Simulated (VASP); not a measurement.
# ZrNbGe2: relaxation of cell and atoms with PBE

Crystal: ZrNbGe2.

```
Zr Nb Ge
1.0
     4.44691    0.00000    0.00000
    -2.22346    3.85114    0.00000
     0.00000    0.00000    5.61614
Zr Nb Ge
1 1 2
Cartesian
  0.0000 0.0000 0.7381
  0.0000 0.0000 3.8271
  0.0000 2.5674 4.9221
  2.2235 1.2837 4.9221
```

The cell was generated, and may not be a known phase.

```yaml
Program: VASP 6.6.1
Task: relaxation of cell and atoms
Functional: PBE
Potentials_or_basis: VASP PAW PBE potentials, release 64 (Zr_sv, Nb_sv, Ge_d)
Cutoff: 600 eV
k_mesh: 12 × 12 × 8
Occupations: gaussian, width 0.1 eV
Spin: no spin polarisation
Dipole_correction: no
Further_INCAR_settings: ALGO = Normal; EDIFF = 1e-07; IBRION = 2; EDIFFG = -0.01; NSW = 100; ISIF = 3
```

```yaml
Relaxed_volume: 24.15 Å³/atom
Relaxed_cell: a = 4.449 Å, b = 4.449 Å, c = 5.635 Å, α = 90.00°, β = 90.00°, γ = 120.00°
Space_group_after_relaxing_to_0.1_Å: P6mm (No. 183)
Energy_gained_by_relaxing: 0.2 meV/atom
Ionic_steps: 5
Pressure_after_relaxing: 0.0 GPa
Largest_force_after_relaxing: 0.007 eV/Å
Band_gap_on_the_k_mesh: zero (an odd number of electrons rules out a gap without spin polarisation)
```

Forces on the atoms (eV/Å):
```
Zr   0.000  0.000 -0.004
Nb   0.000  0.000  0.007
Ge   0.000  0.000 -0.001
Ge   0.000  0.000 -0.001
```

Step by step:
```tsv
step	energy change (eV)	largest force (eV/Å)	pressure (GPa)	volume (Å³)
1	0.0000	0.0769	0.36	96.18
2	0.0002	0.1271	-0.41	96.93
3	-0.0005	0.0272	0.00	96.53
4	-0.0006	0.0179	0.00	96.56
5	-0.0006	0.0072	0.00	96.59
```

Final structure:
```
Zr Nb Ge
1.0
     4.44906    0.00000    0.00000
    -2.22453    3.85300    0.00000
     0.00000    0.00000    5.63467
Zr Nb Ge
1 1 2
Direct
  0.00000 0.00000 0.13168
  0.00000 0.00000 0.68161
  0.33333 0.66667 0.87621
  0.66667 0.33333 0.87621
```

Levels at points of the mesh, in eV from the Fermi level:
| k point | band 23 | band 24 | band 25 | band 26 | band 27 | band 28 | band 29 | band 30 | band 31 |
| --- | --- | --- | --- | --- | --- | --- | --- | --- | --- |
| (0.00, 0.00, 0.00) | -3.49 | -2.36 | -2.32 | -2.32 | -0.54 | 0.64 | 0.64 | 3.36 | 3.36 |
| (0.50, 0.00, 0.00) | -1.91 | -1.88 | -1.31 | -1.09 | -0.30 | 0.21 | 1.51 | 1.79 | 2.16 |
| (0.00, 0.00, 0.50) | -3.45 | -1.94 | -1.94 | -0.32 | 0.16 | 0.25 | 0.25 | 1.54 | 1.54 |
| (0.50, 0.00, 0.50) | -2.27 | -1.97 | -0.21 | 0.11 | 0.42 | 0.61 | 0.79 | 1.03 | 1.60 |

Run time: 21 min on 1 thread of Intel(R) Xeon(R) Platinum 8259CL CPU @ 2.50GHz (Skylake/Cascade Lake), on a shared host, peak memory 0.51 GiB.
